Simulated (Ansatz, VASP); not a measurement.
## Au in VASP and in Ansatz

```xyz
1
Lattice="-1.6234 1.6234 1.6234 1.6234 -1.6234 1.6234 1.6234 1.6234 -1.6234" Properties=species:S:1:pos:R:3 pbc="T T T"
Au    0.0000    0.0000    0.0000
```

Alike in both runs: task single point; functional PBE0; k mesh 6 × 6 × 6; occupations fermi-dirac, width 0.05 eV; no spin polarisation.

|  | VASP | Ansatz |
| --- | --- | --- |
| version | VASP 6.6.1 | Ansatz 0.2.0 |
| potentials or method | VASP PAW PBE potentials, release 64 (Au) | Ansatz PAW |
| plane-wave cutoff (eV) | 520 | 420 |
| valence electrons in the cell | 11 | 19 |

Ansatz gave:

| Property | Result |
| --- | --- |
| gap on the k mesh at the Fermi level (eV) | none |
| pressure (GPa) | 5.0 |

Q: Estimate VASP's values.

A: gap on the k mesh at the Fermi level (eV): none; pressure (GPa): 4.8.

A gap of «none» marks a metal or a gap that the smearing closes. The functional is the same, so the differences come from potentials, cutoffs and numerics. VASP's potentials hold 11 valence electrons a cell and Ansatz's 19, so a difference there can come from the potentials and not from the codes.

The k mesh is coarse, so the values compare programs but aren't converged. Spin-orbit coupling is off throughout.
